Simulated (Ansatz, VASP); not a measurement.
## La2O3: VASP beside Ansatz

The input INCAR:

```
SYSTEM = La2O3
PREC = Accurate
ENCUT = 600
EDIFF = 1E-6
ISMEAR = 0
SIGMA = 0.01
LREAL = .False.
LASPH = .True.
NELM = 200
ALGO = Normal
ISIF = 2
LWAVE = .False.
LCHARG = .False.
GGA = PS
NBANDS = 28
GGA_COMPAT = .False.
LMAXMIX = 6
```

File KPOINTS:

```
Automatic mesh
0
Gamma
  2 2 3
  0 0 0
```

The input POSCAR:

```
La2O3
1.0
    6.2667802800      0.0000000000      0.0000000000
   -3.1333901400      5.4271909200      0.0000000000
    0.0000000000      0.0000000000      3.2997660000
La O
2 3
Direct
    0.3333333333      0.6666666667      0.5000000000
    0.6666666667      0.3333333333      0.5000000000
    0.4919860000      0.4919860000      0.0000000000
    0.0000000000      0.5080140000      0.0000000000
    0.5080140000      0.0000000000      0.0000000000
```

Input for Ansatz:

```yaml
crystal:
  lattice:
    - [6.26678028, 0.0, 0.0]
    - [-3.13339014, 5.42719092, 0.0]
    - [0.0, 0.0, 3.299766]
  atoms:
    - { symbol: La, position: [0.3333333333333333, 0.6666666666666666, 0.5] }
    - { symbol: La, position: [0.6666666666666666, 0.3333333333333333, 0.5] }
    - { symbol: O, position: [0.491986, 0.491986, 0.0] }
    - { symbol: O, position: [2.855625699857266e-17, 0.508014, 0.0] }
    - { symbol: O, position: [0.508014, 0.0, 0.0] }
accuracy: low
basis:
  ecutwfc: 530.622031796766
kpoints:
  mp_grid:
    grid: [2, 2, 3]
hamiltonian:
  xc: pbesol
scf:
  occupations:
    method: fixed
output:
  eigenvalues: true
```

Alike in both runs: task single point; functional PBEsol; k mesh 2 × 2 × 3; no spin polarisation.

|  | VASP | Ansatz |
| --- | --- | --- |
| version | VASP 6.6.1 | Ansatz 0.2.0 |
| potentials or method | VASP PAW PBE potentials, release 64 (La, O), cutoff 600 eV | plane waves, PAW |
| occupations | gaussian, width 0.01 eV | fixed |
| valence electrons in the cell | 40 | 40 |

VASP gave:

| Item | Value |
| --- | --- |
| gap on the k mesh at the Fermi level (eV) | 1.90 |

Question: Which values does Ansatz return?

Answer: gap on the k mesh at the Fermi level (eV): 1.91.

VASP's potentials were made for PBE, not for PBEsol.

The k mesh is coarse, so the values compare programs but aren't converged. Neither program's run includes spin-orbit coupling.
